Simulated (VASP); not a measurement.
CsI, 2 atoms in the cell. It takes space group Pm-3m (No. 221, cubic). The conventional cell has a = 4.712 Å, b = 4.712 Å, c = 4.712 Å, α = 90.00°, β = 90.00°, γ = 90.00°. Cs (site symmetry m-3m) has 8 I at 4.08 Å and 6 Cs at 4.71 Å within 5.4 Å. Within 5.4 Å of I (site symmetry m-3m) lie 8 Cs at 4.08 Å and 6 I at 4.71 Å.  This cell differs from its parent crystal: volume changed by +3%.

| Property | Result |
| --- | --- |
| Program | VASP 6.6.1 |
| Task | single point |
| Functional | PBE |
| Potentials or basis | VASP PAW PBE potentials, release 64 (Cs_sv, I) |
| Cutoff | 500 eV |
| k mesh | 4 × 4 × 4 |
| Occupations | gaussian, width 0.01 eV |
| Spin | no spin polarisation |
| Dipole correction | no |
| Further INCAR settings | ALGO = Normal; EDIFF = 1e-06; NBANDS = 15 |

Potentials or basis: VASP PAW PBE potentials, release 64 (Cs_sv, I).

Run with:

```bash
$ cat potpaw_PBE.64/Cs_sv/POTCAR potpaw_PBE.64/I/POTCAR > POTCAR
$ mpirun -np 1 vasp_std > vasp.out
```

Hardware: 1 thread of AMD EPYC 9R45 96-Core Processor (Zen 5), on a shared host.

Q: How long does it take, and how much memory?

A: Run time: 8.6 s on 1 thread of AMD EPYC 9R45 96-Core Processor (Zen 5) (shared host), peak memory 0.17 GiB. Counts: scf iterations 13, k points 10.
